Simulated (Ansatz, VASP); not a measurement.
One calculation of KMgF3, two programs

```
K Mg F
1.0
     4.10548    0.00000    0.00000
     0.00000    4.10548    0.00000
     0.00000    0.00000    3.86632
K Mg F
1 1 3
Direct
  0.50000 0.50000 0.50000
  0.00000 0.00000 0.00000
  0.50000 0.00000 0.00000
  0.00000 0.50000 0.00000
  0.00000 0.00000 0.50000
```

Change from the starting cell: strain +0.030 along x and y, -0.030 along z, atoms carried along.

Alike in both runs: task single point; functional PBE; k mesh 6 × 6 × 6; occupations gaussian, width 0.05 eV; no spin polarisation.

```csv
,VASP,Ansatz
version,VASP 6.6.1,Ansatz 0.2.0
potentials or method,"VASP PAW PBE potentials, release 64 (K_sv, Mg, F), cutoff 520 eV","scalar-relativistic, plane waves, PAW"
valence electrons in the cell,32,40
```

```tsv
	VASP	Ansatz	Ansatz less VASP
gap on the k mesh at the Fermi level (eV)	7.07	7.10	+0.031
least direct gap on the mesh (eV)	7.39	7.42	+0.029
pressure (GPa)	1.5	2.0	+0.44
traceless stress, the component that is largest in VASP (GPa)	4.04	4.03	-0.009
```

With one functional, cell and mesh, what is left measures potentials, basis and numerics. VASP's potentials hold 32 valence electrons a cell and Ansatz's 40, so a difference there can come from the potentials and not from the codes.
